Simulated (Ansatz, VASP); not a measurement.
## Mg in VASP and in Ansatz

Contents of INCAR:

```
ALGO = Normal
EDIFF = 1E-7
ENCUT = 520
GGA = PE
ISIF = 2
ISMEAR = -1
LASPH = True
LCHARG = True
LELF = True
LREAL = False
LVHAR = True
LWAVE = False
NBANDS = 9
NELM = 100
PREC = Accurate
SIGMA = 0.1
```

The input KPOINTS:

```
k-points
0
Gamma
  15 15 8
```

POSCAR

```
Mg
1.0
    2.9259063366      0.0000000000      0.0000000000
   -1.4629531683      2.5339092166      0.0000000000
    0.0000000000      0.0000000000      4.7049833286
Mg
2
Direct
    0.3333333333      0.6666666667      0.2500000000
    0.6666666667      0.3333333333      0.7500000000
```

Input for Ansatz:

```yaml
crystal:
  lattice:
    - [2.9259063366, 0.0, 0.0]
    - [-1.4629531683, 2.5339092166, 0.0]
    - [0.0, 0.0, 4.7049833286]
  atoms:
    - { symbol: Mg, position: [0.3333333333, 0.6666666667, 0.25] }
    - { symbol: Mg, position: [0.6666666667, 0.3333333333, 0.75] }
kpoints:
  mp_grid: { grid: [15, 15, 8] }
scf:
  occupations: { method: fermi_dirac, width: 0.1 }
hamiltonian:
  xc: pbe
  pseudopotentials: { kind: all_electron, lapw: { basis_error: 0.001 } }
output:
  forces: true
  stress: true
  eigenvalues: true
  populations: true
```

Change from the starting cell: volume scaled by 0.76, LAPW.

Alike in both runs: task single point; functional PBE; k mesh 15 × 15 × 8; occupations fermi-dirac, width 0.1 eV; no spin polarisation.

```csv
,VASP,Ansatz
version,VASP 6.6.1,Ansatz 0.2.0
potentials or method,"VASP PAW PBE potentials, release 64 (Mg), cutoff 520 eV","all-electron LAPW, scalar-relativistic"
```

|  | VASP | Ansatz | Ansatz less VASP |
| --- | --- | --- | --- |
| pressure (GPa) | 17.0 | 17.0 | -0.03 |

Ansatz ran all-electron here, and VASP with PAW potentials.
